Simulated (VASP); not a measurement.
# Ge (P6_3/mmc) in VASP: vibrations by perturbation theory with PBEsol

Aim: the vibrations by perturbation theory of Ge with PBEsol.

All numbers are computed with VASP 6.6.1; they aren't measurements. Logs are shortened: lines on timing, memory, paths and dates and some standing lists are left out, and cuts for length are marked.

## Step 1: The cell of the first run

The structure is hexagonal, space group P6_3/mmc (No. 194). Conventional cell: a = 3.998 Å, b = 3.998 Å, c = 6.590 Å, α = 90.00°, β = 90.00°, γ = 120.00°. Within 3.2 Å of Ge (site symmetry 3m) lie 4 Ge at 2.45 to 2.47 Å.

This isn't the form of Ge at room conditions, which is diamond.

## Step 2: Vibrations by perturbation theory, PBEsol

INCAR

```
SYSTEM = Ge
PREC = Accurate ; ENCUT = 520
EDIFF = 1E-8 ; ISMEAR = 0
SIGMA = 0.03 ; LREAL = .FALSE.
LASPH = .TRUE. ; NELM = 60
ALGO = Normal ; ISIF = 2
LWAVE = .FALSE. ; LCHARG = .FALSE.
GGA = PS ; IBRION = 8
NSW = 1 ; KPAR = 2
```

KPOINTS

```
Automatic mesh
0
G
  12 12 7
  0 0 0
```

POSCAR

```
Ge
1.0
    3.9980861047      0.0000000000      0.0000000000
   -1.9990430524      3.4624441332      0.0000000000
    0.0000000000      0.0000000000      6.5898031522
Ge
4
Direct
    0.3333333333      0.6666666667      0.0627763685
    0.6666666667      0.3333333333      0.5627763685
    0.6666666667      0.3333333333      0.9372236315
    0.3333333333      0.6666666667      0.4372236315
```

Potentials or basis: VASP PAW PBE potentials, release 64 (Ge_d).

The run is started by

```console
> cat potpaw_PBE.64/Ge_d/POTCAR > POTCAR
> mpirun -np 2 vasp_std > vasp.out
```

OUTCAR:

```text
SYSTEM = Ge
   PREC = Accurate
   ENCUT = 520
   EDIFF = 1E-8
   ISMEAR = 0
   LREAL = .FALSE.
   LASPH = .TRUE.
   NELM = 60
   ISIF = 2
   GGA = PS
   IBRION = 8
   NSW = 1

 ion  position               nearest neighbor table
   1  0.333  0.667  0.063-   3 2.45   3 2.45   3 2.45   4 2.47
   2  0.667  0.333  0.563-   4 2.45   4 2.45   4 2.45   3 2.47
   3  0.667  0.333  0.937-   1 2.45   1 2.45   1 2.45   2 2.47
   4  0.333  0.667  0.437-   2 2.45   2 2.45   2 2.45   1 2.47

  LATTYP: Found a hexagonal cell.
 ALAT       =     3.9980861047
 C/A-ratio  =     1.6482394275

  Lattice vectors:

 A1 = (   3.9980861047,   0.0000000000,   0.0000000000)
 A2 = (  -1.9990430524,   3.4624441332,   0.0000000000)
 A3 = (   0.0000000000,   0.0000000000,   6.5898031522)

Analysis of symmetry for initial positions (statically):
=====================================================================
 Subroutine PRICEL returns:
 Original cell was already a primitive cell.

 Routine SETGRP: Setting up the symmetry group for a
 hexagonal supercell.

 Subroutine GETGRP returns: Found 24 space group operations
 (whereof 12 operations were pure point group operations)
 out of a pool of 24 trial point group operations.

The static configuration has the point symmetry D_3d.
 The point group associated with its full space group is D_6h.

Analysis of symmetry for dynamics (positions and initial velocities):
=====================================================================
 Subroutine PRICEL returns:
 Original cell was already a primitive cell.

 Routine SETGRP: Setting up the symmetry group for a
 hexagonal supercell.

 Subroutine GETGRP returns: Found 24 space group operations
 (whereof 12 operations were pure point group operations)
[... 1068 lines left out ...]

------------------------ aborting loop because EDIFF is reached ----------------------------------------

[... ionic steps 5 to 5 ...]

--------------------------------------- Ionic step        6  -------------------------------------------

 Free energy of the ion-electron system (eV)
  ---------------------------------------------------
  ---------------------------------------------------
  free energy    TOTEN  =        -0.20374021 eV

  energy without entropy =       -0.20374011

------------------------ aborting loop because EDIFF is reached ----------------------------------------

 INTERNAL STRAIN TENSOR  FOR ION    1  DIRECTION 3   (eV/Angst):
 -----------------------------------------------------------------------------
    -4.64172  0.00000  0.00000
     0.00000 -4.64172 -0.00000
     0.00000  0.00000  9.36493

 INTERNAL STRAIN TENSOR FOR ION    4 for displacements in x,y,z  (eV/Angst):
          X           Y           Z          XY          YZ          ZX
  --------------------------------------------------------------------------------
  x     0.00000    -0.00000     0.00000    -7.36425    -0.00000     5.56606
  y    -7.36425     7.36425     0.00000    -0.00000     4.88087    -0.00000
  z     4.64172     4.64172    -9.36493    -0.00000     0.00000     0.00000

 SECOND DERIVATIVES (NOT SYMMETRIZED)
 ------------------------------------
               1X          1Y          1Z          2X          2Y          2Z          3X          3Y          3Z          4X          4Y          4Z
  1X   -10.380015    0.000000    0.000000   -0.648238    0.000000    0.000000    9.984758   -0.000000    0.000000    1.043495   -0.000000   -0.000000
  1Y     0.000000  -10.380015   -0.000000    0.000000   -0.648238    0.000000   -0.000000    9.984758    0.000000   -0.000000    1.043495    0.000000
  1Z    -0.000000    0.000000  -12.316480    0.000000    0.000000    1.215095   -0.000000    0.000000    4.844559    0.000000    0.000000    6.256825
  2X    -0.648238    0.000000    0.000000  -10.380015    0.000000   -0.000000    1.043495   -0.000000    0.000000    9.984758   -0.000000   -0.000000
  2Y     0.000000   -0.648238    0.000000    0.000000  -10.380015    0.000000   -0.000000    1.043495   -0.000000   -0.000000    9.984758    0.000000
  2Z    -0.000000    0.000000    1.215095    0.000000   -0.000000  -12.316480    0.000000    0.000000    6.256825    0.000000    0.000000    4.844559
  3X     9.984758   -0.000000    0.000000    1.043495   -0.000000   -0.000000  -10.380015    0.000000    0.000000   -0.648238    0.000000    0.000000
  3Y    -0.000000    9.984758    0.000000   -0.000000    1.043495    0.000000    0.000000  -10.380015   -0.000000    0.000000   -0.648238    0.000000
  3Z    -0.000000    0.000000    4.844559    0.000000    0.000000    6.256825   -0.000000    0.000000  -12.316480    0.000000    0.000000    1.215095
  4X     1.043495   -0.000000    0.000000    9.984758   -0.000000   -0.000000   -0.648238    0.000000    0.000000  -10.380015    0.000000   -0.000000
  4Y    -0.000000    1.043495   -0.000000   -0.000000    9.984758    0.000000    0.000000   -0.648238    0.000000    0.000000  -10.380015    0.000000
  4Z     0.000000    0.000000    6.256825    0.000000    0.000000    4.844559   -0.000000    0.000000    1.215095    0.000000   -0.000000  -12.316480

 Eigenvectors and eigenvalues of the dynamical matrix
 ----------------------------------------------------

   1 f  =    8.644823 THz    54.317022 2PiTHz  288.360241 cm-1    35.752097 meV
             X         Y         Z           dx          dy          dz
     -0.000000  2.308296  0.413684     0.000000    0.000000    0.500000
      1.999043  1.154148  3.708585     0.000000    0.000000    0.500000
      1.999043  1.154148  6.176119    -0.000000   -0.000000   -0.500000
     -0.000000  2.308296  2.881218    -0.000000   -0.000000   -0.500000
[... 64 lines left out ...]
  11 f  =    0.000000 THz     0.000001 2PiTHz    0.000004 cm-1     0.000001 meV
             X         Y         Z           dx          dy          dz
     -0.000000  2.308296  0.413684    -0.055846   -0.473463   -0.150711
      1.999043  1.154148  3.708585    -0.055846   -0.473463   -0.150711
      1.999043  1.154148  6.176119    -0.055846   -0.473463   -0.150711
     -0.000000  2.308296  2.881218    -0.055846   -0.473463   -0.150711

  12 f/i=    0.000000 THz     0.000000 2PiTHz    0.000002 cm-1     0.000000 meV
             X         Y         Z           dx          dy          dz
     -0.000000  2.308296  0.413684     0.496166   -0.045063   -0.042287
      1.999043  1.154148  3.708585     0.496166   -0.045063   -0.042287
      1.999043  1.154148  6.176119     0.496166   -0.045063   -0.042287
     -0.000000  2.308296  2.881218     0.496166   -0.045063   -0.042287

--------------------------------------------------------------------------------------------------------

 ELASTIC MODULI CONTR FROM IONIC RELAXATION (kBar)
 Direction    XX          YY          ZZ          XY          YZ          ZX
 --------------------------------------------------------------------------------
 XX        -272.2083    135.8620    137.5433      0.0000     -0.0000     -0.0000
 YY         135.8620   -272.2083    137.5433      0.0000     -0.0000      0.0000
 ZZ         137.5433    137.5433   -277.5015     -0.0000      0.0000      0.0000
 XY           0.0000      0.0000     -0.0000   -204.0351      0.0000      0.0000
 YZ           0.0000     -0.0000      0.0000     -0.0000    -75.8790      0.0000
 ZX          -0.0000      0.0000      0.0000      0.0000      0.0000    -98.6784
 --------------------------------------------------------------------------------
```

stdout:

```text
POSCAR found type information on POSCAR Ge
 POSCAR found :  1 types and       4 ions
 scaLAPACK will be used
 -----------------------------------------------------------------------------
|                                                                             |
|                                                                             |
|     You enforced a specific xc type in the INCAR file but a different       |
|     I HOPE YOU KNOW WHAT YOU ARE DOING!                                     |
|                                                                             |
 -----------------------------------------------------------------------------

 LDA part: xc-table for (Slater+PW92), standard interpolation
 POSCAR, INCAR and KPOINTS ok, starting setup
 FFT: planning ... GRIDC
 FFT: planning ... GRID_SOFT
 FFT: planning ... GRID
 WAVECAR not read
 entering main loop
 Linear response reoptimize wavefunctions to high precision
 Linear response DOF=           2
 Linear response progress:
 first order change of Fermi-energy   0.88830E-04
 force on displaced ion       1 direction 1 : -10.380  -0.000   0.000
 Linear response progress:
 first order change of Fermi-energy   0.10706E+01
 force on displaced ion       1 direction 3 :  -0.000  -0.000 -12.316
 Linear response finished
```

It took 13 min on 2 MPI ranks of Intel Xeon 6975P-C (Granite Rapids), shared host; peak memory 2.3 GiB.

Results:

- Highest phonon frequency at Γ: 288 cm⁻¹

Phonon frequencies in cm⁻¹ (negative: imaginary):
```tsv
q point	frequencies
(0.000, 0.000, 0.000)	0 0 0 54 54 213 237 264 264 287 287 288
```
